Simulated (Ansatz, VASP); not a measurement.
## S: VASP beside Ansatz

Contents of INCAR:

```
SYSTEM = S
ALGO = Normal
EDIFF = 1E-6
ENCUT = 520
GGA = RE
ISIF = 2
ISMEAR = -1
LASPH = .TRUE.
LCHARG = .TRUE.
LELF = .TRUE.
LREAL = .FALSE.
LVHAR = .TRUE.
LWAVE = .FALSE.
NBANDS = 27
NELM = 80
PREC = Accurate
SIGMA = 0.05
```

The input KPOINTS:

```
k-points
0
G
  6 6 6
  0 0 0
```

The input POSCAR:

```
S
1.0
    6.7263640154      3.8834680750      2.1135485679
   -6.7263640154      3.8834680750      2.1135485679
    0.0000000000     -7.7669361500      2.1135485679
S
6
Direct
    0.5843349325      0.3940625658      0.3107644511
    0.3107644511      0.5843349325      0.3940625658
    0.3940625658      0.3107644511      0.5843349325
    0.4156650675      0.6059374342      0.6892355489
    0.6892355489      0.4156650675      0.6059374342
    0.6059374342      0.6892355489      0.4156650675
```

Input for Ansatz:

```yaml
crystal:
  lattice:
    - [6.7263640154, 3.883468075, 2.1135485679]
    - [-6.7263640154, 3.883468075, 2.1135485679]
    - [0.0, -7.76693615, 2.1135485679]
  atoms:
    - { symbol: S, position: [0.5843349325, 0.3940625658, 0.3107644511] }
    - { symbol: S, position: [0.3107644511, 0.5843349325, 0.3940625658] }
    - { symbol: S, position: [0.3940625658, 0.3107644511, 0.5843349325] }
    - { symbol: S, position: [0.4156650675, 0.6059374342, 0.6892355489] }
    - { symbol: S, position: [0.6892355489, 0.4156650675, 0.6059374342] }
    - { symbol: S, position: [0.6059374342, 0.6892355489, 0.4156650675] }
hamiltonian:
  xc: revpbe
  pseudopotentials:
    kind: paw
    azcp:
      S: "pseudopotentials/S.paw.azcp"
basis:
  ecutwfc: 420
  fft_grid_basis: typed
kpoints:
  mp_grid: { grid: [6, 6, 6], shift: [0, 0, 0] }
magnetization:
  spin_polarized: false
scf:
  occupations: { method: fermi_dirac, width: 0.05 }
output:
  write_density: true
  write_potential: true
  elf: true
  volumetric_format: npy
```

Alike in both runs: task single point; functional revPBE; k mesh 6 × 6 × 6; occupations fermi-dirac, width 0.05 eV; no spin polarisation.

```csv
,VASP,Ansatz
version,VASP 6.6.1,Ansatz 0.2.0
potentials or method,"VASP PAW PBE potentials, release 64 (S), cutoff 520 eV","plane waves (420 eV) with PAW, scalar-relativistic"
valence electrons in the cell,36,36
```

```csv
,VASP,Ansatz,Ansatz less VASP
gap on the k mesh at the Fermi level (eV),2.72,2.67,-0.048
```

VASP's potentials were made for PBE, not for revPBE. Ansatz's warnings: xc potential rough in thin density.
